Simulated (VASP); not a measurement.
Here is a VASP 6.6.1 calculation.

The input POSCAR:

```
ZrB2
1.0
    3.1700000000      0.0000000000      0.0000000000
   -1.5850000000      2.7453005300      0.0000000000
    0.0000000000      0.0000000000      3.5330000000
Zr B
1 2
Direct
    0.0000000000      0.0000000000      0.0000000000
    0.6666666667      0.3333333333      0.5000000000
    0.3333333333      0.6666666667      0.5000000000
```

File INCAR.step1:

```
SYSTEM = ZrB2
PREC = Accurate
ENCUT = 520
ISMEAR = -1
SIGMA = 0.05
LREAL = .FALSE.
LASPH = .TRUE.
NELM = 150
MAGMOM = 0 0 0 0 0 0 0 0 0
LSORBIT = .TRUE.
GGA_COMPAT = .FALSE.
LMAXMIX = 4
NBANDS = 31
GGA = PE
ALGO = Normal
EDIFF = 1E-4
LWAVE = .TRUE.
LCHARG = .FALSE.
```

INCAR.step2

```
SYSTEM = ZrB2
PREC = Accurate
ENCUT = 520
EDIFF = 1E-7
ISMEAR = -1
SIGMA = 0.05
LREAL = .FALSE.
LASPH = .TRUE.
NELM = 150
ALGO = Normal
ISIF = 2
LWAVE = .FALSE.
LCHARG = .FALSE.
MAGMOM = 0 0 0 0 0 0 0 0 0
LORBIT = 11
LSORBIT = .TRUE.
GGA_COMPAT = .FALSE.
LORBMOM = .TRUE.
LMAXMIX = 4
METAGGA = R2SCAN
LMIXTAU = .TRUE.
NBANDS = 31
ISTART = 1
```

Contents of KPOINTS:

```
Automatic mesh
0
G
  10 10 8
  0 0 0
```

Potentials or basis: VASP PAW PBE potentials, release 64 (Zr_sv, B).

The run is started by

```bash
$ cat potpaw_PBE.64/Zr_sv/POTCAR potpaw_PBE.64/B/POTCAR > POTCAR
$ cp INCAR.step1 INCAR
$ mpirun -np 1 vasp_ncl > vasp.out
$ cp INCAR.step2 INCAR
$ mpirun -np 1 vasp_ncl > vasp.out
```

(1) Predict the net moment.

(2) What does it give for the pressure?

## Answers

(1) 0.00 μB per cell.

(2) 0.9 GPa.

Caveat: the PAW data sets were made with another functional, which shifts forces and pressure a little.
